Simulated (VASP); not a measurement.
A run of VASP 6.6.1 is set up as follows.

Contents of INCAR:

```
PREC = Accurate
ENCUT = 600
EDIFF = 1E-7
ISMEAR = 0
SIGMA = 0.1
LREAL = F
LASPH = T
NELM = 60
ALGO = Normal
ISIF = 3
LWAVE = F
LCHARG = F
GGA = PE
IBRION = 2
NSW = 90
EDIFFG = -0.04
```

The input KPOINTS:

```
regular mesh
0
Gamma
  6 6 6
```

Contents of POSCAR:

```
Ru3N
1.0
    3.5545931273      0.0000000000      0.0000000000
    0.0000000000      3.5545931273      0.0000000000
    0.0000000000      0.0000000000      3.5545931273
Ru N
3 1
Direct
    0.0000000000      0.5000000000      0.5000000000
    0.5000000000      0.0000000000      0.5000000000
    0.5000000000      0.5000000000      0.0000000000
    0.0000000000      0.0000000000      0.0000000000
```

Potentials or basis: VASP PAW PBE potentials, release 64 (Ru_pv, N).

Command:

```sh
$ cat potpaw_PBE.64/Ru_pv/POTCAR potpaw_PBE.64/N/POTCAR > POTCAR
$ mpirun -np 1 vasp_std > vasp.out
```

**Question.** Estimate the space group after relaxing (to 0.05 Å).

**Answer.** Pm-3m (No. 221).

**Question.** What does it give for the relaxed volume?

**Answer.** 12.70 Å³/atom.

Step by step:
```tsv
step	energy change (eV)	largest force (eV/Å)	pressure (GPa)	volume (Å³)
1	0.0000	0.0000	40.29	44.91
2	1.5027	0.0000	-35.23	65.88
3	-0.6435	0.0000	-2.73	51.26
4	-0.6483	0.0000	-0.47	50.79
```
